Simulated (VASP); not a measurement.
Set up this calculation in VASP 6.6.1, as the native input.

```
Task                   : single point
Functional             : PBE
Potentials or basis    : VASP PAW PBE potentials, release 64 (Sn_d, H)
Cutoff                 : 520 eV
k mesh                 : 12 × 12 × 4
Occupations            : gaussian, width 0.1 eV
Spin                   : no spin polarisation
Dipole correction      : no
Further INCAR settings : ALGO = Normal; EDIFF = 1e-07; NBANDS = 18
```

The structure of SnH5 lies in POSCAR:

```
SnH5
1.0
    3.6035109421      0.0000000000      0.0000000000
   -1.8017554710      3.1207320187      0.0000000000
    0.0000000000      0.0000000000     11.6994756217
Sn H
1 5
Direct
    0.6666666667      0.3333333333      0.0000000000
    0.0000000000      0.0000000000      0.0000000000
    0.0000000000      0.0000000000      0.3228451991
    0.0000000000      0.0000000000      0.6771548009
    0.0000000000      0.0000000000      0.6129881991
    0.0000000000      0.0000000000      0.3870118009
```

The cell was generated, and may not be a known phase.

The input as run:

INCAR

```
PREC = Accurate
ENCUT = 520
EDIFF = 1E-7
ISMEAR = 0
SIGMA = 0.1
LREAL = False
LASPH = True
NELM = 80
ALGO = Normal
ISIF = 2
LWAVE = False
LCHARG = True
GGA = PE
LELF = True
LVHAR = True
NBANDS = 18
```

KPOINTS

```
regular mesh
0
Gamma
  12 12 4
```

Potentials or basis: VASP PAW PBE potentials, release 64 (Sn_d, H).

Run with:

```sh
$ cat potpaw_PBE.64/Sn_d/POTCAR potpaw_PBE.64/H/POTCAR > POTCAR
$ mpirun -np 1 vasp_std > vasp.out
```

Results of the run:

| Quantity | Value |
| --- | --- |
| Pressure | -0.1 GPa |
| Largest force | 0.009 eV/Å |
| Band gap on the k mesh | zero (an odd number of electrons rules out a gap without spin polarisation) |

Caveat: spin-orbit coupling is left out, which moves the levels of the heavy elements.

Run time: 4.5 min on 1 thread of AMD EPYC 7R13 (shared host), peak memory 0.29 GiB.
